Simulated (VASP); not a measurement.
# Sb (P6_3/mmc) in VASP: notebook

The runs below take Sb through single point, with r2SCAN-based global hybrid with 35 % exact exchange, r2SCAN-based global hybrid with 50 % exact exchange, PBE0.

All numbers are computed with VASP 6.6.1; they aren't measurements. Logs are shortened: lines on timing, memory, paths and dates and some standing lists are left out, and cuts for length are marked.

## Step 1: The cell of the first run

It takes space group P6_3/mmc (No. 194, hexagonal). The conventional cell has a = 3.355 Å, b = 3.355 Å, c = 5.470 Å, α = 90.00°, β = 90.00°, γ = 120.00°. Within 4.4 Å of Sb (site symmetry -6m2) lie 12 Sb at 3.35 Å.

This isn't the form of Sb at room conditions, which is rhombohedral.

## Step 2: Single point, r2SCAN-based global hybrid with 35 % exact exchange

Contents of POSCAR:

```
Sb
1.0
    3.3545324186      0.0000000000      0.0000000000
   -1.6772662093      2.9051102923      0.0000000000
    0.0000000000      0.0000000000      5.4701606500
Sb
2
Direct
    0.6666666667      0.3333333333      0.7500000000
    0.3333333333      0.6666666667      0.2500000000
```

Contents of INCAR.step1:

```
SYSTEM = Sb
PREC = Accurate
ENCUT = 520
EDIFF = 1E-5
ISMEAR = -1
SIGMA = 0.05
LREAL = .False.
LASPH = .True.
NELM = 100
ALGO = Normal
ISIF = 2
LWAVE = .True.
LCHARG = .False.
NBANDS = 12
GGA = PE
```

Contents of INCAR.step2:

```
SYSTEM = Sb
PREC = Accurate
ENCUT = 520
EDIFF = 1E-7
ISMEAR = -1
SIGMA = 0.05
LREAL = .False.
LASPH = .True.
NELM = 100
ALGO = Normal
ISIF = 2
LWAVE = .False.
LCHARG = .False.
METAGGA = R2SCAN
LHFCALC = .True.
AEXX = 0.35
LMIXTAU = .True.
PRECFOCK = Normal
NBANDS = 12
ISTART = 1
```

Contents of KPOINTS:

```
regular mesh
0
Gamma
  5 5 3
  0 0 0
```

Potentials or basis: VASP PAW PBE potentials, release 64 (Sb).

Command:

```
> cat potpaw_PBE.64/Sb/POTCAR > POTCAR
> cp INCAR.step1 INCAR
> mpirun -np 1 vasp_std > vasp.out
> cp INCAR.step2 INCAR
> mpirun -np 1 vasp_std > vasp.out
```

OUTCAR:

```text
SYSTEM = Sb
   PREC = Accurate
   ENCUT = 520
   EDIFF = 1E-7
   ISMEAR = -1
   LREAL = .False.
   LASPH = .True.
   NELM = 100
   ISIF = 2
   METAGGA = R2SCAN
   LHFCALC = .True.
   AEXX = 0.35
   PRECFOCK = Normal
   ISTART = 1

 ion  position               nearest neighbor table
   1  0.667  0.333  0.750-   2 3.35   2 3.35   2 3.35   2 3.35   2 3.35   2 3.35
   2  0.333  0.667  0.250-   1 3.35   1 3.35   1 3.35   1 3.35   1 3.35   1 3.35

  LATTYP: Found a hexagonal cell.
 ALAT       =     3.3545324186
 C/A-ratio  =     1.6306775334

  Lattice vectors:

 A1 = (   3.3545324186,   0.0000000000,   0.0000000000)
 A2 = (  -1.6772662093,   2.9051102923,   0.0000000000)
 A3 = (   0.0000000000,   0.0000000000,   5.4701606500)

Analysis of symmetry for initial positions (statically):
=====================================================================
 Subroutine PRICEL returns:
 Original cell was already a primitive cell.

 Routine SETGRP: Setting up the symmetry group for a
 hexagonal supercell.

 Subroutine GETGRP returns: Found 24 space group operations
 (whereof 12 operations were pure point group operations)
 out of a pool of 24 trial point group operations.

The static configuration has the point symmetry D_3d.
 The point group associated with its full space group is D_6h.

Analysis of symmetry for dynamics (positions and initial velocities):
=====================================================================
 Subroutine PRICEL returns:
 Original cell was already a primitive cell.

 Routine SETGRP: Setting up the symmetry group for a
 hexagonal supercell.

 Subroutine GETGRP returns: Found 24 space group operations
 (whereof 12 operations were pure point group operations)
 out of a pool of 24 trial point group operations.

The dynamic configuration has the point symmetry D_3d.
 The point group associated with its full space group is D_6h.

 Subroutine INISYM returns: Found 24 space group operations
 (whereof 12 operations are pure point group operations),
 and found     1 'primitive' translations

----------------------------------------------------------------------------------------

                                     Primitive cell

  volume of cell :      53.3083

  direct lattice vectors                    reciprocal lattice vectors
     3.354532419  0.000000000  0.000000000     0.298104139  0.172110505  0.000000000
    -1.677266209  2.905110292  0.000000000     0.000000000  0.344221010  0.000000000
     0.000000000  0.000000000  5.470160650     0.000000000  0.000000000  0.182809987

  length of vectors
     3.354532419  3.354532419  5.470160650     0.344221010  0.344221010  0.182809987

  position of ions in fractional coordinates (direct lattice)
     0.666666667  0.333333333  0.750000000
     0.333333333  0.666666667  0.250000000

  ion indices of the primitive-cell ions
   primitive index   ion index
                 1           1
                 2           2

----------------------------------------------------------------------------------------

 KPOINTS: regular mesh

Automatic generation of k-mesh.
 Grid dimensions read from file:
 generate k-points for:    5    5    3

 Generating k-lattice:

  Cartesian coordinates                     Fractional coordinates (reciprocal lattice)
     0.059620828  0.034422101  0.000000000     0.200000000  0.000000000  0.000000000
     0.000000000  0.068844202  0.000000000     0.000000000  0.200000000  0.000000000
     0.000000000  0.000000000  0.060936662     0.000000000  0.000000000  0.333333333

  Length of vectors
     0.068844202  0.068844202  0.060936662

  Shift w.r.t. Gamma in fractional coordinates (k-lattice)
     0.000000000  0.000000000  0.000000000

 Subroutine IBZKPT returns following result:
 ===========================================

 Found     10 irreducible k-points:

 Following reciprocal coordinates:
            Coordinates               Weight
  0.000000  0.000000  0.000000      1.000000
  0.200000 -0.000000  0.000000      6.000000
  0.400000  0.000000  0.000000      6.000000
  0.200000  0.200000  0.000000      6.000000
  0.400000  0.200000  0.000000      6.000000
  0.000000  0.000000  0.333333      2.000000
  0.200000 -0.000000  0.333333     12.000000
  0.400000  0.000000  0.333333     12.000000
  0.200000  0.200000  0.333333     12.000000
  0.400000  0.200000  0.333333     12.000000
   k-points           NKPTS =     10   k-points in BZ     NKDIM =     75   number of bands    NBANDS=     12
   number of dos      NEDOS =    301   number of ions     NIONS =      2
   total plane-waves  NPLWV =  32928
   dimension x,y,z NGX =    28 NGY =   28 NGZ =   42
   dimension x,y,z NGXF=    56 NGYF=   56 NGZF=   84
   ions per type =               2
   NGX,Y,Z   is equivalent  to a cutoff of  13.88, 13.88, 12.76 a.u.
   NGXF,Y,Z  is equivalent  to a cutoff of  27.75, 27.75, 25.53 a.u.
 SYSTEM =  Sb
   PREC   = accura    normal or accurate (medium, high low for compatibility)
   ISTART =      1    job   : 0-new  1-cont  2-samecut
   ICHARG =      0    charge: 1-file 2-atom 10-const
   ISPIN  =      1    spin polarized calculation?
   LNONCOLLINEAR =      F non collinear calculations
   LSORBIT =      F    spin-orbit coupling
   LASPH  =      T    aspherical Exc in radial PAW
   ENCUT  =  520.0 eV  38.22 Ry    6.18 a.u.   6.24  6.24 10.17*2*pi/ulx,y,z
   NELM   =    100;   NELMIN=  2; NELMDL=  0     # of ELM steps
   EDIFF  = 0.1E-06   stopping-criterion for ELM
   LREAL  =      F    real-space projection
   EDIFFG = 0.1E-05   stopping-criterion for IOM
   NSW    =      0    number of steps for IOM
   IBRION =     -1    ionic relax: 0-MD 1-quasi-New 2-CG
   NFREE  =      0    steps in history (QN), initial steepest desc. (CG)
   ISIF   =      2    stress and relaxation
   ISYM   =      3    0-nonsym 1-usesym 2-fastsym
   POTIM  = 0.5000    time-step for ionic-motion
   TEBEG  =    0.0;   TEEND  =   0.0 temperature during run
   PSTRESS=    0.0 pullay stress
   NELECT =      10.0000    total number of electrons
   NUPDOWN=      -1.0000    fix difference up-down
   EMIN   =  10.00;   EMAX   =-10.00  energy-range for DOS
   EFERMI =   0.00;   METHOD = LEGACY
   ISMEAR =    -1;   SIGMA  =   0.05  broadening in eV -4-tet -1-fermi 0-gaus
   EFERMI_NEDOS =   21; number of points for ismear=-14 and -15
   IALGO  =     38    algorithm
   IMIX   =      1    mixing-type and parameters
     AMIX     =   0.40;   BMIX     =  1.00
     AMIX_MAG =   1.60;   BMIX_MAG =  1.00
  volume/ion in A,a.u.               =      26.65       179.87
  Fermi-wavevector in a.u.,A,eV,Ry     =   0.937152  1.770960 11.949364  0.878253
  Thomas-Fermi vector in A             =   2.064234
   LORBIT       =      0    0 simple, 1 ext, 2 COOP (PROOUT), +10 PAW based schemes
   METAGGA = R2SCAN    functional components
   LHFCALC =     T    Hartree Fock is set to
   PRECFOCK=normal    Normal, Fast or Accurate (Low or Medium for compatibility)
   ENCUT4O =  -1.0   cutoff for four orbital integrals eV
   NKREDX  =     1    reduce k-point grid by
   NKREDY  =     1    reduce k-point grid by
   NKREDZ  =     1    reduce k-point grid by
   AEXX    =    0.3500 exact exchange contribution
   HFSCREEN=    0.0000 screening length (either q_TF or 0.3 A-1)
   HFSCREENC=   0.0000 screening length for correlation (either q_TF or 0.3 A-1)
   ENCUTFOCK=  -1.0 apply spherical cutoff to Coloumb kernel
   IVDW    =     0    specifies the selected vdW correction
   LEPSILON=     F    determine dielectric tensor
   LRPA    =     F    only Hartree local field effects (RPA)
 non-spin polarized calculation
  energy-cutoff  :      520.00
  volume of cell :       53.31
 maximum number of plane-waves:      1454
 NGX is ok and might be reduce to    28
  NGX = 20; NGY = 20; NGZ = 32

 number of electron      10.0000000 magnetization

 Free energy of the ion-electron system (eV)
  ---------------------------------------------------
  ext. energy  EPLUGINS =         0.00000000
  ---------------------------------------------------
  free energy    TOTEN  =       -40.06742816 eV

  energy without entropy =      -40.06742005  energy(sigma->0) =      -40.06742411

 E-fermi :   8.3272     XC(G=0):  -7.6101

 val. band max:        7.8259954697   @ k =   0.4000   0.2000   0.0000
 cond. band min:       8.8628858801   @ k =   0.2000  -0.0000   0.3333
 fundamental gap:      1.0368904104
 Fermi energy:         8.3272470845

 k-point     1 :       0.0000    0.0000    0.0000
  band No.  band energies     occupation
      1      -7.6915      2.00000
      2      -3.0596      2.00000
      3       0.5401      2.00000
      4      13.3365      0.00000
      5      13.3365      0.00000
      6      15.3074      0.00000
      7      15.3074      0.00000
      8      15.6331      0.00000
      9      17.8953      0.00000
     10      19.1843      0.00000
     11      20.2061      0.00000
     12      20.2061      0.00000

 k-point     2 :       0.2000   -0.0000    0.0000
  band No.  band energies     occupation
      1      -6.8592      2.00000
      2      -2.3206      2.00000
      3       1.4356      2.00000
      4       7.3073      2.00000
      5      11.3239      0.00000
      6      11.8294      0.00000
      7      14.2767      0.00000
      8      14.9963      0.00000
      9      16.1726      0.00000
     10      19.0036      0.00000
     11      19.9636      0.00000
     12      20.5814      0.00000

 k-point     3 :       0.4000    0.0000    0.0000
  band No.  band energies     occupation
      1      -4.4508      2.00000
      2      -1.0583      2.00000
      3       2.3633      2.00000
      4       3.9432      2.00000
      5       5.6535      2.00000
      6       9.6185      0.00000
      7       9.9781      0.00000
      8      13.6532      0.00000
      9      14.2651      0.00000
     10      18.0189      0.00000
     11      18.8632      0.00000
     12      19.3850      0.00000

 k-point     4 :       0.2000    0.2000    0.0000
  band No.  band energies     occupation
      1      -5.2202      2.00000
      2      -1.0821      2.00000
      3       3.1729      2.00000
      4       4.3825      2.00000
      5       5.4204      2.00000
      6       9.9118      0.00000
      7      11.0458      0.00000
      8      11.6349      0.00000
      9      15.8113      0.00000
     10      18.9797      0.00000
     11      19.6165      0.00000
     12      20.6089      0.00000

 k-point     5 :       0.4000    0.2000    0.0000
  band No.  band energies     occupation
      1      -2.7402      2.00000
      2      -1.4671      2.00000
      3       2.8050      2.00000
      4       4.7304      2.00000
      5       5.3769      2.00000
      6       5.6801      2.00000
      7       7.8260      1.99991
      8       9.6858      0.00000
      9      14.2982      0.00000
     10      18.6572      0.00000
     11      22.3861      0.00000
     12      22.6942      0.00000

 k-point     6 :       0.0000    0.0000    0.3333
  band No.  band energies     occupation
      1      -7.0419      2.00000
      2      -5.1367      2.00000
      3       4.1513      2.00000
      4      10.9976      0.00000
      5      13.8577      0.00000
      6      13.8577      0.00000
      7      14.8765      0.00000
      8      14.8765      0.00000
      9      18.4010      0.00000
     10      19.5315      0.00000
     11      19.5315      0.00000
     12      19.6969      0.00000

 k-point     7 :       0.2000   -0.0000    0.3333
  band No.  band energies     occupation
      1      -6.2110      2.00000
      2      -4.3226      2.00000
      3       4.7796      2.00000
      4       8.8629      0.00004
      5       9.9574      0.00000
      6      11.9422      0.00000
      7      11.9877      0.00000
      8      13.6764      0.00000
      9      16.2631      0.00000
     10      17.6661      0.00000
     11      19.6889      0.00000
     12      21.5361      0.00000

 k-point     8 :       0.4000    0.0000    0.3333
  band No.  band energies     occupation
      1      -3.8309      2.00000
      2      -2.1710      2.00000
      3       1.8663      2.00000
      4       3.6117      2.00000
      5       7.5304      2.00000
      6      10.3004      0.00000
      7      11.7041      0.00000
      8      12.1310      0.00000
      9      14.9475      0.00000
     10      16.0907      0.00000
     11      16.9648      0.00000
     12      19.8604      0.00000

 k-point     9 :       0.2000    0.2000    0.3333
  band No.  band energies     occupation
      1      -4.5832      2.00000
      2      -2.7783      2.00000
      3       4.0524      2.00000
      4       5.5792      2.00000
      5       6.9821      2.00000
      6       7.1289      2.00000
      7       9.6859      0.00000
      8      12.8575      0.00000
      9      17.5527      0.00000
     10      18.1190      0.00000
     11      19.5797      0.00000
     12      19.9429      0.00000

 k-point    10 :       0.4000    0.2000    0.3333
  band No.  band energies     occupation
      1      -2.2344      2.00000
      2      -1.4292      2.00000
      3       1.7112      2.00000
      4       2.6484      2.00000
      5       4.9679      2.00000
      6       6.8123      2.00000
      7      10.3703      0.00000
      8      11.8455      0.00000
      9      16.4831      0.00000
     10      18.4878      0.00000
     11      18.6426      0.00000
     12      19.5277      0.00000

------------------------ aborting loop because EDIFF is reached ----------------------------------------

  FORCE on cell =-STRESS in cart. coord.  units (eV):
  Direction    XX          YY          ZZ          XY          YZ          ZX
  --------------------------------------------------------------------------------------
  -------------------------------------------------------------------------------------
  Total       -2.3986456     -2.3986456     -0.3681160      0.0000000      0.0000000      0.0000000
  in kB      -72.0911529    -72.0911529    -11.0637049      0.0000000      0.0000000      0.0000000
  external PRESSURE =     -51.7486702 kB  Pullay stress =       0.0000000 kB

 VOLUME and BASIS-vectors are now :
 -----------------------------------------------------------------------------
  energy-cutoff  :      520.00
  volume of cell :       53.31
      direct lattice vectors                 reciprocal lattice vectors
     3.354532419  0.000000000  0.000000000     0.298104139  0.172110505  0.000000000
    -1.677266209  2.905110292  0.000000000     0.000000000  0.344221010  0.000000000
     0.000000000  0.000000000  5.470160650     0.000000000  0.000000000  0.182809987

 POSITION                                       TOTAL-FORCE (eV/Angst)
 -----------------------------------------------------------------------------------
      1.67727      0.96837      4.10262        -0.000000      0.000000     -0.000000
     -0.00000      1.93674      1.36754         0.000000      0.000000      0.000000
 -----------------------------------------------------------------------------------
    total drift:                                0.000000      0.000000     -0.000000

  FREE ENERGIE OF THE ION-ELECTRON SYSTEM (eV)
  ---------------------------------------------------
  free  energy   TOTEN  =       -40.0674281614 eV

  energy  without entropy=      -40.0674200522  energy(sigma->0) =      -40.06742411
```

Wall time 9.4 min (1 thread of Intel Xeon 8259CL, shared host); peak memory 0.16 GiB.

What came out:

```yaml
Free_energy: -40.0674 eV
Pressure: -5.2 GPa
Band_gap_on_the_k_mesh: zero (bands 5 and 6 overlap by 8.18 eV)
```

Caveat: the k points lie up to 0.43 Å⁻¹ apart, too coarse for converged energies and pressures of a metal; the PAW data sets were made with another functional, which shifts forces and pressure a little; spin-orbit coupling is left out, which moves the levels of the heavy elements.

(Part 1 of 3 ends here.)

The gap in the log of VASP goes by the Fermi energy; the results here count the filled bands.